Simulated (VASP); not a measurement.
# Cu (Fm-3m) in VASP: a series of runs

The runs below take Cu through single point, with PBE, r2SCAN.

Everything below comes from runs of VASP 6.6.1. Logs are shortened: lines on timing, memory, paths and dates and some standing lists are left out, and cuts for length are marked.

## 1. The cell of the first run

It takes space group Fm-3m (No. 225, cubic). The conventional cell has a = 3.678 Å, b = 3.678 Å, c = 3.678 Å, α = 90.00°, β = 90.00°, γ = 90.00°. Cu (site symmetry m-3m) has 12 Cu at 2.60 Å within 3.4 Å.

## 2. Single point, PBE

Contents of INCAR:

```
PREC = Accurate
ENCUT = 520
EDIFF = 1E-6
ISMEAR = -1
SIGMA = 0.06122561905347299
LREAL = False
LASPH = True
NELM = 80
ALGO = Normal
ISIF = 2
LWAVE = False
LCHARG = False
GGA = PE
NBANDS = 12
```

Contents of KPOINTS:

```
regular mesh
0
Gamma
  18 18 18
```

Contents of POSCAR:

```
Cu
1.0
    0.0000000000      1.8390189443      1.8390189443
    1.8390189443      0.0000000000      1.8390189443
    1.8390189443      1.8390189443      0.0000000000
Cu
1
Direct
    0.0000000000      0.0000000000      0.0000000000
```

Potentials or basis: VASP PAW PBE potentials, release 64 (Cu).

Run with:

```sh
$ cat potpaw_PBE.64/Cu/POTCAR > POTCAR
$ mpirun -np 1 vasp_std > vasp.out
```

OUTCAR:

```text
PREC = Accurate
   ENCUT = 520
   EDIFF = 1E-6
   ISMEAR = -1
   LREAL = False
   LASPH = True
   NELM = 80
   ISIF = 2
   GGA = PE

 ion  position               nearest neighbor table
   1  0.000  0.000  0.000-

  LATTYP: Found a face centered cubic cell.
 ALAT       =     3.6780378886

  Lattice vectors:

 A1 = (   0.0000000000,   1.8390189443,   1.8390189443)
 A2 = (   1.8390189443,   0.0000000000,   1.8390189443)
 A3 = (   1.8390189443,   1.8390189443,   0.0000000000)

Analysis of symmetry for initial positions (statically):
=====================================================================
 Subroutine PRICEL returns:
 Original cell was already a primitive cell.

 Routine SETGRP: Setting up the symmetry group for a
 face centered cubic supercell.

 Subroutine GETGRP returns: Found 48 space group operations
 (whereof 48 operations were pure point group operations)
 out of a pool of 48 trial point group operations.

The static configuration has the point symmetry O_h .

Analysis of symmetry for dynamics (positions and initial velocities):
=====================================================================
 Subroutine PRICEL returns:
 Original cell was already a primitive cell.

 Routine SETGRP: Setting up the symmetry group for a
 face centered cubic supercell.

 Subroutine GETGRP returns: Found 48 space group operations
 (whereof 48 operations were pure point group operations)
 out of a pool of 48 trial point group operations.

The dynamic configuration has the point symmetry O_h .

 Subroutine INISYM returns: Found 48 space group operations
 (whereof 48 operations are pure point group operations),
 and found     1 'primitive' translations

----------------------------------------------------------------------------------------

                                     Primitive cell

  volume of cell :      12.4391

  direct lattice vectors                    reciprocal lattice vectors
     0.000000000  1.839018944  1.839018944    -0.271884094  0.271884094  0.271884094
     1.839018944  0.000000000  1.839018944     0.271884094 -0.271884094  0.271884094
     1.839018944  1.839018944  0.000000000     0.271884094  0.271884094 -0.271884094

  length of vectors
     2.600765532  2.600765532  2.600765532     0.470917065  0.470917065  0.470917065

  position of ions in fractional coordinates (direct lattice)
[... 82 lines left out ...]
   NFREE  =      0    steps in history (QN), initial steepest desc. (CG)
   ISIF   =      2    stress and relaxation
   ISYM   =      2    0-nonsym 1-usesym 2-fastsym
   POTIM  = 0.5000    time-step for ionic-motion
   TEBEG  =    0.0;   TEEND  =   0.0 temperature during run
   PSTRESS=    0.0 pullay stress
   NELECT =      11.0000    total number of electrons
   NUPDOWN=      -1.0000    fix difference up-down
   EMIN   =  10.00;   EMAX   =-10.00  energy-range for DOS
   EFERMI =   0.00;   METHOD = LEGACY
   ISMEAR =    -1;   SIGMA  =   0.06  broadening in eV -4-tet -1-fermi 0-gaus
   EFERMI_NEDOS =   21; number of points for ismear=-14 and -15
   IALGO  =     38    algorithm
   IMIX   =      4    mixing-type and parameters
     AMIX     =   0.40;   BMIX     =  1.00
     AMIX_MAG =   1.60;   BMIX_MAG =  1.00
  volume/ion in A,a.u.               =      12.44        83.94
  Fermi-wavevector in a.u.,A,eV,Ry     =   1.571362  2.969443 33.595205  2.469178
  Thomas-Fermi vector in A             =   2.672957
   LORBIT       =      0    0 simple, 1 ext, 2 COOP (PROOUT), +10 PAW based schemes
   GGA     = PE    functional components
   LHFCALC =     F    Hartree Fock is set to
   AEXX    =    0.0000 exact exchange contribution
   IVDW    =     0    specifies the selected vdW correction
   LEPSILON=     F    determine dielectric tensor
   LRPA    =     F    only Hartree local field effects (RPA)
 non-spin polarized calculation
  energy-cutoff  :      520.00
  volume of cell :       12.44
 maximum number of plane-waves:       347
   NGX =  9   NGY =  9   NGZ =  9

 number of electron      10.9999987 magnetization

 Free energy of the ion-electron system (eV)
  ---------------------------------------------------
  ext. energy  EPLUGINS =         0.00000000
  ---------------------------------------------------
  free energy    TOTEN  =        -3.72431361 eV

  energy without entropy =       -3.72076561  energy(sigma->0) =       -3.72253961

 E-fermi :   6.9398     XC(G=0): -12.4271

 val. band max:        6.9201179887   @ k =   0.5000   0.2778   0.1111
 cond. band min:       6.9911836875   @ k =   0.5000   0.1111   0.0000
 fundamental gap:      0.0710656988
 Fermi energy:         6.9398431468

 k-point     1 :       0.0000    0.0000    0.0000
  band No.  band energies     occupation
      1      -2.0032      2.00000
      2       4.0910      2.00000
      3       4.0910      2.00000
      4       4.0910      2.00000
      5       4.8493      2.00000
      6       4.8493      2.00000
      7      29.1373      0.00000
      8      31.3836      0.00000
      9      31.3836      0.00000
     10      31.3836      0.00000
     11      33.8462      0.00000
     12      33.8462      0.00000
[... 331 lines left out ...]
 k-point    24 :      -0.2222    0.0556    0.0000
  band No.  band energies     occupation
      1       0.0006      2.00000
      2       3.8262      2.00000
      3       4.2367      2.00000
      4       4.2716      2.00000
      5       4.8070      2.00000
      6       5.0313      2.00000
      7      19.4975      0.00000
      8      26.3004      0.00000
      9      30.0201      0.00000
     10      30.8285      0.00000
     11      33.4595      0.00000
     12      34.0772      0.00000

 [... further k-points ...]

------------------------ aborting loop because EDIFF is reached ----------------------------------------

  FORCE on cell =-STRESS in cart. coord.  units (eV):
  Direction    XX          YY          ZZ          XY          YZ          ZX
  --------------------------------------------------------------------------------------
  -------------------------------------------------------------------------------------
  Total       -0.3407088     -0.3407088     -0.3407088     -0.0000000      0.0000000      0.0000000
  in kB      -43.8839142    -43.8839142    -43.8839142     -0.0000000      0.0000000      0.0000000
  external PRESSURE =     -43.8839142 kB  Pullay stress =       0.0000000 kB

 VOLUME and BASIS-vectors are now :
 -----------------------------------------------------------------------------
  energy-cutoff  :      520.00
  volume of cell :       12.44
      direct lattice vectors                 reciprocal lattice vectors
     0.000000000  1.839018944  1.839018944    -0.271884094  0.271884094  0.271884094
     1.839018944  0.000000000  1.839018944     0.271884094 -0.271884094  0.271884094
     1.839018944  1.839018944  0.000000000     0.271884094  0.271884094 -0.271884094

 POSITION                                       TOTAL-FORCE (eV/Angst)
 -----------------------------------------------------------------------------------
      0.00000      0.00000      0.00000         0.000000      0.000000      0.000000
 -----------------------------------------------------------------------------------
    total drift:                               -0.000000     -0.000000     -0.000000

  FREE ENERGIE OF THE ION-ELECTRON SYSTEM (eV)
  ---------------------------------------------------
  free  energy   TOTEN  =        -3.7243136141 eV

  energy  without entropy=       -3.7207656133  energy(sigma->0) =       -3.72253961
```

It took 17 s on 1 thread of AMD EPYC 7R13 (Zen 3), shared host; peak memory 0.11 GiB.

What came out:

```yaml
Free_energy: -3.7243 eV
Pressure: -4.4 GPa
Band_gap_on_the_k_mesh: zero (an odd number of electrons rules out a gap without spin polarisation)
```

Levels at points of the mesh, in eV from the Fermi level:
| k point | band 4 | band 5 | band 6 | band 7 | band 8 | band 9 |
| --- | --- | --- | --- | --- | --- | --- |
| (0.00, 0.00, 0.00) | -2.85 | -2.09 | -2.09 | 22.20 | 24.44 | 24.44 |
| (0.50, 0.00, 0.00) | -1.57 | -1.57 | -0.83 | 3.53 | 20.71 | 21.30 |
| (0.50, 0.50, 0.00) | -1.43 | -1.43 | 1.56 | 6.78 | 12.71 | 12.71 |

Caveat: the cell stands under tension.

## 3. Single point, PBE

This run uses another cell than the first one, of 12.68 Å³/atom.

Contents of INCAR:

```
PREC = Accurate ; ENCUT = 520
EDIFF = 1E-6 ; ISMEAR = -1
SIGMA = 0.06122561905347299 ; LREAL = False
LASPH = True ; NELM = 100
ALGO = Normal ; ISIF = 2
LWAVE = False ; LCHARG = True
GGA = PE ; LELF = True
LVHAR = True ; NBANDS = 12
```

Contents of KPOINTS:

```
Automatic mesh
0
Gamma
  18 18 18
```

Contents of POSCAR:

```
Cu
1.0
    0.0000000000      1.8507327566      1.8507327566
    1.8507327566      0.0000000000      1.8507327566
    1.8507327566      1.8507327566      0.0000000000
Cu
1
Direct
    0.0000000000      0.0000000000      0.0000000000
```

Potentials or basis: VASP PAW PBE potentials, release 64 (Cu).

Run with:

```sh
$ cat potpaw_PBE.64/Cu/POTCAR > POTCAR
$ mpirun -np 1 vasp_std > vasp.out
```

OUTCAR:

```text
PREC = Accurate
   ENCUT = 520
   EDIFF = 1E-6
   ISMEAR = -1
   LREAL = False
   LASPH = True
   NELM = 100
   ISIF = 2
   GGA = PE

 ion  position               nearest neighbor table
   1  0.000  0.000  0.000-

  LATTYP: Found a face centered cubic cell.
 ALAT       =     3.7014655132

  Lattice vectors:

 A1 = (   0.0000000000,   1.8507327566,   1.8507327566)
 A2 = (   1.8507327566,   0.0000000000,   1.8507327566)
 A3 = (   1.8507327566,   1.8507327566,   0.0000000000)

Analysis of symmetry for initial positions (statically):
=====================================================================
 Subroutine PRICEL returns:
 Original cell was already a primitive cell.

 Routine SETGRP: Setting up the symmetry group for a
 face centered cubic supercell.

 Subroutine GETGRP returns: Found 48 space group operations
 (whereof 48 operations were pure point group operations)
 out of a pool of 48 trial point group operations.

The static configuration has the point symmetry O_h .

[... 165 lines left out ...]
  band No.  band energies     occupation
      1      -2.0856      2.00000
      2       3.9238      2.00000
      3       3.9238      2.00000
      4       3.9238      2.00000
      5       4.6599      2.00000
      6       4.6599      2.00000
      7      28.7623      0.00000
      8      30.8650      0.00000
      9      30.8650      0.00000
     10      30.8650      0.00000
     11      33.3220      0.00000
     12      33.3220      0.00000
[... 331 lines left out ...]
 k-point    24 :      -0.2222    0.0556    0.0000
  band No.  band energies     occupation
      1      -0.1068      2.00000
      2       3.6683      2.00000
      3       4.0657      2.00000
      4       4.0994      2.00000
      5       4.6193      2.00000
      6       4.8370      2.00000
      7      19.1181      0.00000
      8      25.8536      0.00000
      9      29.5854      0.00000
     10      30.2936      0.00000
     11      32.9459      0.00000
     12      33.5634      0.00000

 [... further k-points ...]

------------------------ aborting loop because EDIFF is reached ----------------------------------------

  FORCE on cell =-STRESS in cart. coord.  units (eV):
  Direction    XX          YY          ZZ          XY          YZ          ZX
  --------------------------------------------------------------------------------------
  -------------------------------------------------------------------------------------
  Total       -0.5110871     -0.5110871     -0.5110871      0.0000000     -0.0000000      0.0000000
  in kB      -64.5868890    -64.5868890    -64.5868890      0.0000000     -0.0000000      0.0000000
  external PRESSURE =     -64.5868890 kB  Pullay stress =       0.0000000 kB

 VOLUME and BASIS-vectors are now :
 -----------------------------------------------------------------------------
  energy-cutoff  :      520.00
  volume of cell :       12.68
      direct lattice vectors                 reciprocal lattice vectors
     0.000000000  1.850732757  1.850732757    -0.270163263  0.270163263  0.270163263
     1.850732757  0.000000000  1.850732757     0.270163263 -0.270163263  0.270163263
     1.850732757  1.850732757  0.000000000     0.270163263  0.270163263 -0.270163263

 POSITION                                       TOTAL-FORCE (eV/Angst)
 -----------------------------------------------------------------------------------
      0.00000      0.00000      0.00000         0.000000      0.000000     -0.000000
 -----------------------------------------------------------------------------------
    total drift:                               -0.000000     -0.000000     -0.000000

  FREE ENERGIE OF THE ION-ELECTRON SYSTEM (eV)
  ---------------------------------------------------
  free  energy   TOTEN  =        -3.7162315687 eV

  energy  without entropy=       -3.7127471345  energy(sigma->0) =       -3.71448935
```

OSZICAR:

```text
N       E                     dE             d eps       ncg     rms          rms(c)
DAV:   1     0.430312607482E+02    0.43031E+02   -0.53940E+03  5088   0.150E+03
DAV:   2    -0.318281158855E+01   -0.46214E+02   -0.42646E+02  4832   0.201E+02
DAV:   3    -0.457527232259E+01   -0.13925E+01   -0.13832E+01  5500   0.404E+01
DAV:   4    -0.458403475517E+01   -0.87624E-02   -0.87612E-02  5408   0.284E+00
DAV:   5    -0.458412294275E+01   -0.88188E-04   -0.88187E-04  5508   0.293E-01    0.755E+00
DAV:   6    -0.414861234342E+01    0.43551E+00   -0.15286E+01  5596   0.726E+01    0.430E+00
DAV:   7    -0.372633960199E+01    0.42227E+00   -0.25464E+00  5600   0.298E+01    0.493E-01
DAV:   8    -0.371851255997E+01    0.78270E-02   -0.74643E-03  5752   0.161E+00    0.364E-01
DAV:   9    -0.371623882053E+01    0.22737E-02   -0.15109E-02  5736   0.211E+00    0.382E-02
DAV:  10    -0.371623187180E+01    0.69487E-05   -0.88727E-05  7100   0.161E-01    0.749E-03
DAV:  11    -0.371623156869E+01    0.30310E-06   -0.54884E-07  4104   0.104E-02
   1 F= -.37162316E+01 E0= -.37144894E+01  d E =-.348443E-02
```

Wall time 18 s (1 thread of AMD EPYC 7R13 (Zen 3), shared host); peak memory 0.11 GiB.

Results:

| Property | Result |
| --- | --- |
| Free energy | -3.7162 eV |
| Pressure | -6.5 GPa |
| Band gap on the k mesh | zero (an odd number of electrons rules out a gap without spin polarisation) |

Caveat: the cell stands under tension.

(Part 1 of 2 ends here.)
